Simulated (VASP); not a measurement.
Runs of VASP 6.6.1 on ZrNbN2. The structure is that of space group R-3m (No. 166), or close to it. The cells are those of the table. 

| cell | gap on the mesh (eV) | pressure (GPa) | largest force (eV/Å) |
| --- | --- | --- | --- |
| a = 5.513 Å, angles 34.9°, 4 atoms | none | -27.6 | 0.07 |
| a = 5.466 Å, angles 32.5°, 4 atoms | none | 13.7 | 0.28 |
| a = 5.482 Å, angles 33.3°, 4 atoms | none | -3.7 | (a) |
| a = 5.497 Å, angles 34.1°, 4 atoms | none | -17.2 | (b) |

Alike in all rows: task single point; level LDA; potentials or basis VASP PAW LDA potentials, release 64 (Zr_sv, Nb_sv, N); no spin polarisation; k mesh 13 × 13 × 13; cutoff (eV) 520; smearing methfessel-paxton 0.1 eV.

Fill in the values left out.

(a) 0.19; (b) 0.13.

A k mesh can miss the band edges, and the runs leave out spin-orbit coupling on Nb, Zr.

A gap of «none» marks levels without a gap at the run's occupations.
